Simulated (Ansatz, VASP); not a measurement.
# One calculation of ZnCu, two programs

```
CELL_PARAMETERS angstrom
2.94500 0.00000 0.00000
0.00000 2.94500 0.00000
0.00000 0.00000 2.94500
ATOMIC_POSITIONS crystal
Zn 0.49265 0.49265 0.49265
Cu 0.00000 0.00000 0.00000
```

Change from the starting cell: all Zn atoms moved +0.037 Å, as atom 1 towards its neighbour atom 2 (Cu) at 2.550 Å.

Alike in both runs: task single point; functional PBEsol; k mesh 16 × 16 × 16; occupations gaussian, width 0.15 eV; no spin polarisation.

|  | VASP | Ansatz |
| --- | --- | --- |
| version | VASP 6.6.1 | Ansatz 0.2.0 |
| potentials or method | VASP PAW PBE potentials, release 64 (Zn, Cu), cutoff 520 eV | scalar-relativistic, plane waves, PAW |
| valence electrons in the cell | 23 | 31 |

Ansatz gave:

* gap on the k mesh at the Fermi level (eV): none
* pressure (GPa): -4.6
* traceless stress, the component that is largest in VASP (GPa): 0.05
* rms of the force components (eV/Å): 0.096

Which values does VASP return?

gap on the k mesh at the Fermi level (eV): none; pressure (GPa): -3.7; traceless stress, the component that is largest in VASP (GPa): 0.05; rms of the force components (eV/Å): 0.098.

VASP's potentials were made for PBE, not for PBEsol. Atom by atom the forces differ by 0.002 eV/Å (rms over components). A gap of «none» marks a metal or a gap that the smearing closes. With one functional, cell and mesh, what is left measures potentials, basis and numerics. VASP's potentials hold 23 valence electrons a cell and Ansatz's 31, so a difference there can come from the potentials and not from the codes.
